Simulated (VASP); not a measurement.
# SrCl2 (I4/mmm) in VASP: notebook

The runs below take SrCl2 through single point, with r2SCAN.

All numbers are computed with VASP 6.6.1; they aren't measurements. Logs are shortened: lines on timing, memory, paths and dates and some standing lists are left out, and cuts for length are marked.

## (1) The cell of the first run

It takes space group I4/mmm (No. 139, tetragonal). Conventional cell: a = 4.732 Å, b = 4.732 Å, c = 7.250 Å, α = 90.00°, β = 90.00°, γ = 90.00°. Sr (site symmetry 4/mmm) has 8 Cl at 2.98 Å within 3.9 Å. Within 3.9 Å of Cl (site symmetry -4m2) lie 4 Sr at 2.98 Å and 6 Cl at 3.35 to 3.62 Å.

## (2) Single point, r2SCAN (strain -0.040 along x and y, +0.040 along z)

Contents of POSCAR:

```
SrCl2
1.0
    0.0000000000      3.3460800000      3.6249200000
    3.3460800000      0.0000000000      3.6249200000
    3.3460800000      3.3460800000      0.0000000000
Sr Cl
1 2
Direct
    0.0000000000      0.0000000000      0.0000000000
    0.2500000000      0.2500000000      0.2500000000
    0.7500000000      0.7500000000      0.7500000000
```

Contents of INCAR.step1:

```
SYSTEM = SrCl2
PREC = Accurate
ENCUT = 520
ISMEAR = 0
SIGMA = 0.05
LREAL = .False.
LASPH = .True.
NELM = 60
NBANDS = 19
GGA = PE
ALGO = Normal
EDIFF = 1E-4
LWAVE = .True.
LCHARG = .False.
```

Contents of INCAR.step2:

```
SYSTEM = SrCl2
PREC = Accurate
ENCUT = 520
EDIFF = 1E-6
ISMEAR = 0
SIGMA = 0.05
LREAL = .False.
LASPH = .True.
NELM = 60
ALGO = Normal
ISIF = 2
LWAVE = .False.
LCHARG = .True.
METAGGA = R2SCAN
LMIXTAU = .True.
LELF = .True.
LVHAR = .True.
NBANDS = 19
ISTART = 1
```

Contents of KPOINTS:

```
regular mesh
0
Gamma
  6 6 6
  0 0 0
```

Potentials or basis: VASP PAW PBE potentials, release 64 (Sr_sv, Cl).

Run with:

```
$ cat potpaw_PBE.64/Sr_sv/POTCAR potpaw_PBE.64/Cl/POTCAR > POTCAR
$ cp INCAR.step1 INCAR
$ mpirun -np 1 vasp_std > vasp.out
$ cp INCAR.step2 INCAR
$ mpirun -np 1 vasp_std > vasp.out
```

OUTCAR:

```text
SYSTEM = SrCl2
   PREC = Accurate
   ENCUT = 520
   EDIFF = 1E-6
   ISMEAR = 0
   LREAL = .False.
   LASPH = .True.
   NELM = 60
   ISIF = 2
   METAGGA = R2SCAN
   ISTART = 1

 ion  position               nearest neighbor table
   1  0.000  0.000  0.000-   3 2.98   3 2.98   3 2.98   2 2.98   3 2.98   2 2.98   2 2.98   2 2.98

   2  0.250  0.250  0.250-   1 2.98   1 2.98   1 2.98   1 2.98
   3  0.750  0.750  0.750-   1 2.98   1 2.98   1 2.98   1 2.98

  LATTYP: Found a body centered tetragonal cell.
 ALAT       =     4.7320717168
 C/A-ratio  =     1.5320646926

  Lattice vectors:

 A1 = (  -3.3460800000,   0.0000000000,   3.6249200000)
 A2 = (   3.3460800000,   0.0000000000,   3.6249200000)
 A3 = (   0.0000000000,   3.3460800000,  -3.6249200000)

Analysis of symmetry for initial positions (statically):
=====================================================================
 Subroutine PRICEL returns:
 Original cell was already a primitive cell.

 Routine SETGRP: Setting up the symmetry group for a
 body centered tetragonal supercell.

 Subroutine GETGRP returns: Found 16 space group operations
 (whereof 16 operations were pure point group operations)
 out of a pool of 16 trial point group operations.

The static configuration has the point symmetry D_4h.

Analysis of symmetry for dynamics (positions and initial velocities):
=====================================================================
 Subroutine PRICEL returns:
 Original cell was already a primitive cell.

 Routine SETGRP: Setting up the symmetry group for a
 body centered tetragonal supercell.

 Subroutine GETGRP returns: Found 16 space group operations
 (whereof 16 operations were pure point group operations)
 out of a pool of 16 trial point group operations.

The dynamic configuration has the point symmetry D_4h.

 Subroutine INISYM returns: Found 16 space group operations
 (whereof 16 operations are pure point group operations),
 and found     1 'primitive' translations

----------------------------------------------------------------------------------------

                                     Primitive cell

  volume of cell :      81.1710

  direct lattice vectors                    reciprocal lattice vectors
     0.000000000  3.346080000  3.624920000    -0.149428585  0.149428585  0.137934079
     3.346080000  0.000000000  3.624920000     0.149428585 -0.149428585  0.137934079
     3.346080000  3.346080000  0.000000000     0.149428585  0.149428585 -0.137934079

  length of vectors
     4.933183189  4.933183189  4.732071717     0.252356126  0.252356126  0.252356126

  position of ions in fractional coordinates (direct lattice)
     0.000000000  0.000000000  0.000000000
     0.250000000  0.250000000  0.250000000
     0.750000000  0.750000000  0.750000000

  ion indices of the primitive-cell ions
   primitive index   ion index
                 1           1
                 2           2
                 3           3

----------------------------------------------------------------------------------------

 KPOINTS: regular mesh

Automatic generation of k-mesh.
 Grid dimensions read from file:
 generate k-points for:    6    6    6

 Generating k-lattice:

  Cartesian coordinates                     Fractional coordinates (reciprocal lattice)
    -0.024904764  0.024904764  0.022989013     0.166666667 -0.000000000  0.000000000
     0.024904764 -0.024904764  0.022989013    -0.000000000  0.166666667  0.000000000
     0.024904764  0.024904764 -0.022989013     0.000000000  0.000000000  0.166666667

  Length of vectors
     0.042059354  0.042059354  0.042059354

  Shift w.r.t. Gamma in fractional coordinates (k-lattice)
     0.000000000  0.000000000  0.000000000

 Subroutine IBZKPT returns following result:
 ===========================================

 Found     30 irreducible k-points:

 Following reciprocal coordinates:
            Coordinates               Weight
  0.000000  0.000000  0.000000      1.000000
  0.166667  0.000000  0.000000      8.000000
  0.333333  0.000000  0.000000      8.000000
  0.500000  0.000000  0.000000      4.000000
  0.166667  0.166667  0.000000      2.000000
  0.333333  0.166667  0.000000      8.000000
[... 16 lines left out ...]
  0.333333  0.000000  0.333333      4.000000
  0.500000  0.000000  0.333333     16.000000
 [... further k-points ...]
   k-points           NKPTS =     30   k-points in BZ     NKDIM =     30   number of bands    NBANDS=     19
   number of dos      NEDOS =    301   number of ions     NIONS =      3
   total plane-waves  NPLWV =  57600
   dimension x,y,z NGX =    40 NGY =   40 NGZ =   36
   dimension x,y,z NGXF=    80 NGYF=   80 NGZF=   72
   ions per type =               1   2
   NGX,Y,Z   is equivalent  to a cutoff of  13.48, 13.48, 12.65 a.u.
   NGXF,Y,Z  is equivalent  to a cutoff of  26.96, 26.96, 25.29 a.u.
 SYSTEM =  SrCl2
   PREC   = accura    normal or accurate (medium, high low for compatibility)
   ISTART =      1    job   : 0-new  1-cont  2-samecut
   ICHARG =      0    charge: 1-file 2-atom 10-const
   ISPIN  =      1    spin polarized calculation?
   LNONCOLLINEAR =      F non collinear calculations
   LSORBIT =      F    spin-orbit coupling
   LASPH  =      T    aspherical Exc in radial PAW
   ENCUT  =  520.0 eV  38.22 Ry    6.18 a.u.   9.17  9.17  8.80*2*pi/ulx,y,z
   NELM   =     60;   NELMIN=  2; NELMDL=  0     # of ELM steps
   EDIFF  = 0.1E-05   stopping-criterion for ELM
   LREAL  =      F    real-space projection
   EDIFFG = 0.1E-04   stopping-criterion for IOM
   NSW    =      0    number of steps for IOM
   IBRION =     -1    ionic relax: 0-MD 1-quasi-New 2-CG
   NFREE  =      0    steps in history (QN), initial steepest desc. (CG)
   ISIF   =      2    stress and relaxation
   ISYM   =      2    0-nonsym 1-usesym 2-fastsym
   POTIM  = 0.5000    time-step for ionic-motion
   TEBEG  =    0.0;   TEEND  =   0.0 temperature during run
   PSTRESS=    0.0 pullay stress
   NELECT =      24.0000    total number of electrons
   NUPDOWN=      -1.0000    fix difference up-down
   EMIN   =  10.00;   EMAX   =-10.00  energy-range for DOS
   EFERMI =   0.00;   METHOD = LEGACY
   ISMEAR =     0;   SIGMA  =   0.05  broadening in eV -4-tet -1-fermi 0-gaus
   EFERMI_NEDOS =   21; number of points for ismear=-14 and -15
   IALGO  =     38    algorithm
   IMIX   =      4    mixing-type and parameters
     AMIX     =   0.40;   BMIX     =  1.00
     AMIX_MAG =   1.60;   BMIX_MAG =  1.00
  volume/ion in A,a.u.               =      27.06       182.59
  Fermi-wavevector in a.u.,A,eV,Ry     =   1.090632  2.060996 16.183832  1.189478
  Thomas-Fermi vector in A             =   2.226860
   LORBIT       =      0    0 simple, 1 ext, 2 COOP (PROOUT), +10 PAW based schemes
   METAGGA = R2SCAN    functional components
   LHFCALC =     F    Hartree Fock is set to
   AEXX    =    0.0000 exact exchange contribution
   IVDW    =     0    specifies the selected vdW correction
   LEPSILON=     F    determine dielectric tensor
   LRPA    =     F    only Hartree local field effects (RPA)
 non-spin polarized calculation
 Gauss-broadening in eV      SIGMA  =   0.05
  energy-cutoff  :      520.00
  volume of cell :       81.17
 maximum number of plane-waves:      2229
 NGX is ok and might be reduce to    40
   NGX = 19   NGY = 19   NGZ = 17

 number of electron      23.9999999 magnetization

 Free energy of the ion-electron system (eV)
  ---------------------------------------------------
  ext. energy  EPLUGINS =         0.00000000
  ---------------------------------------------------
  free energy    TOTEN  =       -35.60188982 eV

  energy without entropy =      -35.60188982  energy(sigma->0) =      -35.60188982

 E-fermi :   0.5193     XC(G=0):  -8.9772

 val. band max:        0.3136997796   @ k =   0.5000   0.0000   0.5000
 cond. band min:       5.8869349595   @ k =   0.0000   0.0000   0.0000
 fundamental gap:      5.5732351799
 Fermi energy:         0.5192788443

 k-point     1 :       0.0000    0.0000    0.0000
  band No.  band energies     occupation
      1     -33.7388      2.00000
      2     -15.1341      2.00000
      3     -15.1341      2.00000
      4     -15.1124      2.00000
      5     -13.9386      2.00000
      6     -12.9321      2.00000
[... 11 lines left out ...]
     18       9.9195      0.00000
     19      10.3509      0.00000

 k-point     2 :       0.1667    0.0000    0.0000
  band No.  band energies     occupation
      1     -33.7377      2.00000
      2     -15.2641      2.00000
      3     -15.1373      2.00000
      4     -15.1248      2.00000
      5     -13.7313      2.00000
      6     -12.9993      2.00000
[... 11 lines left out ...]
     18       9.6385      0.00000
     19      10.6667      0.00000

 k-point     3 :       0.3333    0.0000    0.0000
  band No.  band energies     occupation
      1     -33.7354      2.00000
      2     -15.4530      2.00000
      3     -15.1437      2.00000
      4     -15.1360      2.00000
      5     -13.4857      2.00000
      6     -13.0368      2.00000
[... 11 lines left out ...]
     18       9.5549      0.00000
     19      10.0896      0.00000

 k-point     4 :       0.5000    0.0000    0.0000
  band No.  band energies     occupation
      1     -33.7343      2.00000
      2     -15.5250      2.00000
      3     -15.1469      2.00000
      4     -15.1414      2.00000
      5     -13.4726      2.00000
      6     -12.9623      2.00000
[... 11 lines left out ...]
     18       9.6442      0.00000
     19      10.1113      0.00000

 k-point     5 :       0.1667    0.1667    0.0000
  band No.  band energies     occupation
      1     -33.7375      2.00000
      2     -15.2997      2.00000
      3     -15.1426      2.00000
      4     -15.1425      2.00000
      5     -13.6613      2.00000
      6     -12.9950      2.00000
[... 11 lines left out ...]
     18       9.4063      0.00000
     19       9.8013      0.00000
[... 334 lines left out ...]
      2     -15.4668      2.00000
      3     -15.2493      2.00000
      4     -15.1637      2.00000
      5     -13.2051      2.00000
      6     -13.1588      2.00000
[... 11 lines left out ...]
     18       9.9107      0.00000
     19      10.7008      0.00000

 k-point    22 :      -0.3333    0.5000    0.1667
  band No.  band energies     occupation
      1     -33.7334      2.00000
      2     -15.5421      2.00000
      3     -15.2871      2.00000
      4     -15.1735      2.00000
      5     -13.1047      2.00000
      6     -13.0844      2.00000
[... 11 lines left out ...]
     18      10.6435      0.00000
     19      11.0323      0.00000

 k-point    23 :       0.3333    0.0000    0.3333
  band No.  band energies     occupation
      1     -33.7340      2.00000
      2     -15.5128      2.00000
      3     -15.1747      2.00000
      4     -15.1378      2.00000
      5     -13.2570      2.00000
      6     -13.1719      2.00000
[... 11 lines left out ...]
     18       9.0644      0.00000
     19      10.8882      0.00000

 k-point    24 :       0.5000    0.0000    0.3333
  band No.  band energies     occupation
      1     -33.7329      2.00000
      2     -15.5345      2.00000
      3     -15.2311      2.00000
      4     -15.1575      2.00000
      5     -13.2852      2.00000
      6     -13.0267      2.00000
[... 11 lines left out ...]
     18      10.0169      0.00000
     19      11.0035      0.00000

 [... further k-points ...]
[... 5 lines left out ...]
  --------------------------------------------------------------------------------------
  -------------------------------------------------------------------------------------
  Total        1.9704499      1.9704499     -0.3735414      0.0000000     -0.0000000     -0.0000000
  in kB       38.8933111     38.8933111     -7.3730687      0.0000000     -0.0000000     -0.0000000
  external PRESSURE =      23.4711845 kB  Pullay stress =       0.0000000 kB

 VOLUME and BASIS-vectors are now :
 -----------------------------------------------------------------------------
  energy-cutoff  :      520.00
  volume of cell :       81.17
      direct lattice vectors                 reciprocal lattice vectors
     0.000000000  3.346080000  3.624920000    -0.149428585  0.149428585  0.137934079
     3.346080000  0.000000000  3.624920000     0.149428585 -0.149428585  0.137934079
     3.346080000  3.346080000  0.000000000     0.149428585  0.149428585 -0.137934079

 POSITION                                       TOTAL-FORCE (eV/Angst)
 -----------------------------------------------------------------------------------
      0.00000      0.00000      0.00000         0.000000      0.000000      0.000000
      1.67304      1.67304      1.81246        -0.000000     -0.000000     -0.000000
      5.01912      5.01912      5.43738         0.000000      0.000000      0.000000
 -----------------------------------------------------------------------------------
    total drift:                               -0.000000     -0.000000      0.000000

  FREE ENERGIE OF THE ION-ELECTRON SYSTEM (eV)
  ---------------------------------------------------
  free  energy   TOTEN  =       -35.6018898160 eV

  energy  without entropy=      -35.6018898159  energy(sigma->0) =      -35.60188982
```

Run time: 1.8 min. Hardware: 1 thread of Intel Xeon 6975P-C (Granite Rapids), shared host; peak memory 0.26 GiB.

Results:

```
Free energy            : -35.6019 eV
Pressure               : 2.3 GPa
Band gap on the k mesh : 5.57 eV, indirect (least direct gap 5.68 eV)
```

Levels at points of the mesh, in eV from the valence-band top:
```csv
k point,band 10,band 11,band 12,band 13,band 14,band 15
"(0.00, 0.00, 0.00)",-0.98,-0.34,-0.34,5.57,6.51,6.74
"(0.50, 0.00, 0.00)",-1.65,-1.35,-1.30,7.02,7.15,8.02
"(0.50, 0.50, 0.00)",-0.51,-0.47,-0.47,5.71,7.23,8.13
"(0.50, 0.00, 0.50)",-1.05,-0.32,0.00,5.68,7.91,8.14
```

Caveat: the cell differs from its parent crystal (strain -0.040 along x and y, +0.040 along z); the PAW data sets were made with another functional, which shifts forces and pressure a little. A k mesh can miss the band edges.

## (3) Single point, r2SCAN (strain -0.040 along x and y, +0.080 along z)

Contents of POSCAR:

```
SrCl2
1.0
    0.0000000000      3.3460800000      3.7643400000
    3.3460800000      0.0000000000      3.7643400000
    3.3460800000      3.3460800000      0.0000000000
Sr Cl
1 2
Direct
    0.0000000000      0.0000000000      0.0000000000
    0.2500000000      0.2500000000      0.2500000000
    0.7500000000      0.7500000000      0.7500000000
```

Contents of INCAR.step1:

```
SYSTEM = SrCl2
PREC = Accurate ; ENCUT = 520
ISMEAR = 0 ; SIGMA = 0.05
LREAL = .FALSE. ; LASPH = .TRUE.
NELM = 60 ; NBANDS = 19
GGA = PE ; ALGO = Normal
EDIFF = 1E-4 ; LWAVE = .TRUE.
LCHARG = .FALSE.
```

Contents of INCAR.step2:

```
SYSTEM = SrCl2
PREC = Accurate ; ENCUT = 520
EDIFF = 1E-6 ; ISMEAR = 0
SIGMA = 0.05 ; LREAL = .FALSE.
LASPH = .TRUE. ; NELM = 60
ALGO = Normal ; ISIF = 2
LWAVE = .FALSE. ; LCHARG = .FALSE.
METAGGA = R2SCAN ; LMIXTAU = .TRUE.
NBANDS = 19 ; ISTART = 1
```

Contents of KPOINTS:

```
regular mesh
0
G
  6 6 6
  0 0 0
```

Potentials or basis: VASP PAW PBE potentials, release 64 (Sr_sv, Cl).

Run with:

```
$ cat potpaw_PBE.64/Sr_sv/POTCAR potpaw_PBE.64/Cl/POTCAR > POTCAR
$ cp INCAR.step1 INCAR
$ mpirun -np 1 vasp_std > vasp.out
$ cp INCAR.step2 INCAR
$ mpirun -np 1 vasp_std > vasp.out
```

Run time: 96 s. Hardware: 1 thread of Intel Xeon 6975P-C (Granite Rapids), shared host; peak memory 0.27 GiB.

It converged, with:

```
Free energy            : -35.5604 eV
Pressure               : 0.7 GPa
Band gap on the k mesh : 5.15 eV, indirect (least direct gap 5.48 eV)
```

Stress tensor (GPa, compression positive):
```
 2.90  0.00  0.00
 0.00  2.90  0.00
 0.00  0.00 -3.60
```

Levels at points of the mesh, in eV from the valence-band top:
| k point | band 8 | band 9 | band 10 | band 11 | band 12 | band 13 | band 14 | band 15 | band 16 | band 17 |
| --- | --- | --- | --- | --- | --- | --- | --- | --- | --- | --- |
| (0.00, 0.00, 0.00) | -2.57 | -2.27 | -1.22 | -0.33 | -0.33 | 5.15 | 6.46 | 6.75 | 8.99 | 9.46 |
| (0.50, 0.00, 0.00) | -1.79 | -1.74 | -1.69 | -1.40 | -1.33 | 6.84 | 6.96 | 7.79 | 7.80 | 9.01 |
| (0.50, 0.50, 0.00) | -2.25 | -2.25 | -0.71 | -0.46 | -0.46 | 5.60 | 6.82 | 7.91 | 7.91 | 7.91 |
| (0.50, 0.00, 0.50) | -2.49 | -2.06 | -1.26 | -0.25 | 0.00 | 5.52 | 7.76 | 7.97 | 8.47 | 8.76 |

Caveat: the cell differs from its parent crystal (strain -0.040 along x and y, +0.080 along z); the PAW data sets were made with another functional, which shifts forces and pressure a little. A k mesh can miss the band edges.

(Part 1 of 2 ends here.)
